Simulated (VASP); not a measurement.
# Zr2AlN3 (I4/mmm) in VASP: a series of runs

Runs on Zr2AlN3. Level: PBE. Tasks: single point.

All numbers are computed with VASP 6.6.1; they aren't measurements. Logs are shortened: lines on timing, memory, paths and dates and some standing lists are left out, and cuts for length are marked.

**1. The cell of the first run**

The structure is tetragonal, space group I4/mmm (No. 139). Conventional cell: a = 3.162 Å, b = 3.162 Å, c = 13.424 Å, α = 90.00°, β = 90.00°, γ = 90.00°. Zr (site symmetry 4mm) has 6 N at 2.24 to 2.45 Å within 3.0 Å. Al (site symmetry 4/mmm) has 6 N at 2.02 to 2.24 Å within 2.7 Å. N (site symmetry 4/mmm) has 4 Al at 2.24 Å and 2 Zr at 2.24 Å and 12 N at 3.02 to 3.16 Å within 3.2 Å. N (site symmetry 4mm) has 1 Al at 2.02 Å and 5 Zr at 2.25 to 2.45 Å within 2.7 Å.

**2. Single point, PBE**

File INCAR:

```
PREC = Accurate
ENCUT = 600
EDIFF = 1E-6
ISMEAR = 0
SIGMA = 0.1
LREAL = False
LASPH = True
NELM = 120
ALGO = Normal
ISIF = 2
LWAVE = False
LCHARG = False
GGA = PE
NBANDS = 30
GGA_COMPAT = False
```

File KPOINTS:

```
Automatic mesh
0
Gamma
  8 8 8
```

File POSCAR:

```
Zr2AlN3
1.0
   -1.5810458599      1.5810458599      6.7122292269
    1.5810458599     -1.5810458599      6.7122292269
    1.5810458599      1.5810458599     -6.7122292269
Zr Al N
2 1 3
Direct
    0.8333012938      0.8333012938      0.0000000000
    0.1666987062      0.1666987062      0.0000000000
    0.5000000000      0.5000000000      0.0000000000
    0.0000000000      0.0000000000      0.0000000000
    0.6507556117      0.6507556117      0.0000000000
    0.3492443883      0.3492443883      0.0000000000
```

Potentials or basis: VASP PAW PBE potentials, release 64 (Zr_sv, Al, N).

Command:

```console
cat potpaw_PBE.64/Zr_sv/POTCAR potpaw_PBE.64/Al/POTCAR potpaw_PBE.64/N/POTCAR > POTCAR
mpirun -np 1 vasp_std > vasp.out
```

OUTCAR:

```text
PREC = Accurate
   ENCUT = 600
   EDIFF = 1E-6
   ISMEAR = 0
   LREAL = False
   LASPH = True
   NELM = 120
   ISIF = 2
   GGA = PE

 ion  position               nearest neighbor table
   1  0.833  0.833  0.000-   4 2.24   6 2.25   6 2.25   6 2.25   6 2.25   5 2.45   2 3.16   2 3.16
                             2 3.16   2 3.16   3 3.16   3 3.16   3 3.16   3 3.16
   2  0.167  0.167  0.000-   4 2.24   5 2.25   5 2.25   5 2.25   5 2.25   6 2.45   1 3.16   1 3.16
                             1 3.16   1 3.16   3 3.16   3 3.16   3 3.16   3 3.16
   3  0.500  0.500  0.000-   5 2.02   6 2.02   4 2.24   4 2.24   4 2.24   4 2.24   1 3.16   2 3.16
                             1 3.16   2 3.16   1 3.16   2 3.16   1 3.16   2 3.16
   4  0.000  0.000  0.000-   3 2.24   3 2.24   3 2.24   3 2.24   2 2.24   1 2.24
   5  0.651  0.651  0.000-   3 2.02   2 2.25   2 2.25   2 2.25   2 2.25   1 2.45
   6  0.349  0.349  0.000-   3 2.02   1 2.25   1 2.25   1 2.25   1 2.25   2 2.45

  LATTYP: Found a body centered tetragonal cell.
 ALAT       =     3.1620917198
 C/A-ratio  =     4.2454361364

  Lattice vectors:

 A1 = (  -1.5810458599,   1.5810458599,   6.7122292269)
 A2 = (   1.5810458599,  -1.5810458599,   6.7122292269)
 A3 = (   1.5810458599,   1.5810458599,  -6.7122292269)

Analysis of symmetry for initial positions (statically):
=====================================================================
 Subroutine PRICEL returns:
 Original cell was already a primitive cell.

 Routine SETGRP: Setting up the symmetry group for a
 body centered tetragonal supercell.

 Subroutine GETGRP returns: Found 16 space group operations
 (whereof 16 operations were pure point group operations)
 out of a pool of 16 trial point group operations.

The static configuration has the point symmetry D_4h.

Analysis of symmetry for dynamics (positions and initial velocities):
=====================================================================
 Subroutine PRICEL returns:
 Original cell was already a primitive cell.

 Routine SETGRP: Setting up the symmetry group for a
 body centered tetragonal supercell.

 Subroutine GETGRP returns: Found 16 space group operations
 (whereof 16 operations were pure point group operations)
 out of a pool of 16 trial point group operations.

The dynamic configuration has the point symmetry D_4h.

 Subroutine INISYM returns: Found 16 space group operations
 (whereof 16 operations are pure point group operations),
 and found     1 'primitive' translations

[... 108 lines left out ...]
   ISIF   =      2    stress and relaxation
   ISYM   =      2    0-nonsym 1-usesym 2-fastsym
   POTIM  = 0.5000    time-step for ionic-motion
   TEBEG  =    0.0;   TEEND  =   0.0 temperature during run
   PSTRESS=    0.0 pullay stress
   NELECT =      42.0000    total number of electrons
   NUPDOWN=      -1.0000    fix difference up-down
   EMIN   =  10.00;   EMAX   =-10.00  energy-range for DOS
   EFERMI =   0.00;   METHOD = LEGACY
   ISMEAR =     0;   SIGMA  =   0.10  broadening in eV -4-tet -1-fermi 0-gaus
   EFERMI_NEDOS =   21; number of points for ismear=-14 and -15
   IALGO  =     38    algorithm
   IMIX   =      4    mixing-type and parameters
     AMIX     =   0.40;   BMIX     =  1.00
     AMIX_MAG =   1.60;   BMIX_MAG =  1.00
  volume/ion in A,a.u.               =      11.19        75.49
  Fermi-wavevector in a.u.,A,eV,Ry     =   1.400294  2.646173 26.678637  1.960824
  Thomas-Fermi vector in A             =   2.523269
   LORBIT       =      0    0 simple, 1 ext, 2 COOP (PROOUT), +10 PAW based schemes
   GGA     = PE    functional components
   LHFCALC =     F    Hartree Fock is set to
   AEXX    =    0.0000 exact exchange contribution
   IVDW    =     0    specifies the selected vdW correction
   LEPSILON=     F    determine dielectric tensor
   LRPA    =     F    only Hartree local field effects (RPA)
 non-spin polarized calculation
 Gauss-broadening in eV      SIGMA  =   0.10
  energy-cutoff  :      600.00
  volume of cell :       67.11
 maximum number of plane-waves:      2258
 NGX is ok and might be reduce to    60
   NGX = 29   NGY = 29   NGZ = 29

 number of electron      41.9999999 magnetization

 Free energy of the ion-electron system (eV)
  ---------------------------------------------------
  ext. energy  EPLUGINS =         0.00000000
  ---------------------------------------------------
  free energy    TOTEN  =       -54.24113480 eV

  energy without entropy =      -54.23568953  energy(sigma->0) =      -54.23841216

 E-fermi :  11.2083     XC(G=0): -12.2596

 val. band max:       11.1802674355   @ k =  -0.2500   0.2500   0.1250
 cond. band min:      11.2206075922   @ k =  -0.3750   0.1250   0.0000
 fundamental gap:      0.0403401568
 Fermi energy:        11.2082759088

 k-point     1 :       0.0000    0.0000    0.0000
  band No.  band energies     occupation
      1     -37.9978      2.00000
      2     -37.8752      2.00000
      3     -16.4596      2.00000
      4     -15.8933      2.00000
      5     -15.8881      2.00000
      6     -15.8881      2.00000
[... 781 lines left out ...]
     29      17.3593      0.00000
     30      17.6951      0.00000

 [... further k-points ...]

------------------------ aborting loop because EDIFF is reached ----------------------------------------

  FORCE on cell =-STRESS in cart. coord.  units (eV):
  Direction    XX          YY          ZZ          XY          YZ          ZX
  --------------------------------------------------------------------------------------
  -------------------------------------------------------------------------------------
  Total       -0.1373222     -0.1373222     -0.1785762      0.0000000      0.0000000      0.0000000
  in kB       -3.2782009     -3.2782009     -4.2630303      0.0000000      0.0000000      0.0000000
  external PRESSURE =      -3.6064774 kB  Pullay stress =       0.0000000 kB

 VOLUME and BASIS-vectors are now :
 -----------------------------------------------------------------------------
  energy-cutoff  :      600.00
  volume of cell :       67.11
      direct lattice vectors                 reciprocal lattice vectors
    -1.581045860  1.581045860  6.712229227     0.000000000  0.316246361  0.074490901
     1.581045860 -1.581045860  6.712229227     0.316246361  0.000000000  0.074490901
     1.581045860  1.581045860 -6.712229227     0.316246361  0.316246361  0.000000000

 POSITION                                       TOTAL-FORCE (eV/Angst)
 -----------------------------------------------------------------------------------
      0.00000      0.00000     11.18662        -0.000000     -0.000000     -0.003856
      0.00000      0.00000      2.23784        -0.000000     -0.000000      0.003856
      0.00000      0.00000      6.71223         0.000000      0.000000      0.000000
      0.00000      0.00000      0.00000         0.000000      0.000000      0.000000
      0.00000      0.00000      8.73604        -0.000000     -0.000000     -0.011278
      0.00000      0.00000      4.68842         0.000000      0.000000      0.011278
 -----------------------------------------------------------------------------------
    total drift:                               -0.000000     -0.000000      0.000000

  FREE ENERGIE OF THE ION-ELECTRON SYSTEM (eV)
  ---------------------------------------------------
  free  energy   TOTEN  =       -54.2411348016 eV

  energy  without entropy=      -54.2356895280  energy(sigma->0) =      -54.23841216
```

stdout:

```text
POSCAR found type information on POSCAR ZrAlN
 POSCAR found :  3 types and       6 ions
 scaLAPACK will be used
 LDA part: xc-table for (Slater+PW92), standard interpolation
 POSCAR, INCAR and KPOINTS ok, starting setup
 FFT: planning ... GRIDC
 FFT: planning ... GRID_SOFT
 FFT: planning ... GRID
 WAVECAR not read
 entering main loop
```

It took 15 min on 1 thread of AMD EPYC 7R13, shared host; peak memory 0.56 GiB.

Results:

| Property | Result |
| --- | --- |
| Free energy | -54.2411 eV |
| Pressure | -0.4 GPa |
| Largest force | 0.011 eV/Å |
| Band gap on the k mesh | zero (bands 21 and 22 overlap by 3.33 eV) |

Forces in eV/Å, atoms in the order of the input:
```
Zr   0.000  0.000 -0.004
Zr   0.000  0.000  0.004
Al   0.000  0.000  0.000
N    0.000  0.000  0.000
N    0.000  0.000 -0.011
N    0.000  0.000  0.011
```

Stress tensor (GPa, compression positive):
```
-0.33  0.00  0.00
 0.00 -0.33  0.00
 0.00  0.00 -0.43
```

Levels at points of the mesh, in eV from the Fermi level:
```tsv
k point	band 18	band 19	band 20	band 21	band 22	band 23	band 24	band 25
(0.00, 0.00, 0.00)	-2.61	-2.09	-1.99	-1.99	-1.32	0.78	0.78	1.47
(0.50, 0.00, 0.00)	-4.34	-3.24	-2.76	1.67	1.78	2.56	3.28	3.49
(0.50, 0.50, 0.00)	-3.36	-3.17	-2.82	-2.46	-1.03	2.49	2.52	4.00
(0.50, 0.50, 0.50)	-2.81	-2.81	-2.20	-2.20	-1.17	1.64	1.64	2.06
```

[end of part 1 of 2]

The gap in the log of VASP goes by the Fermi energy; the results here count the filled bands.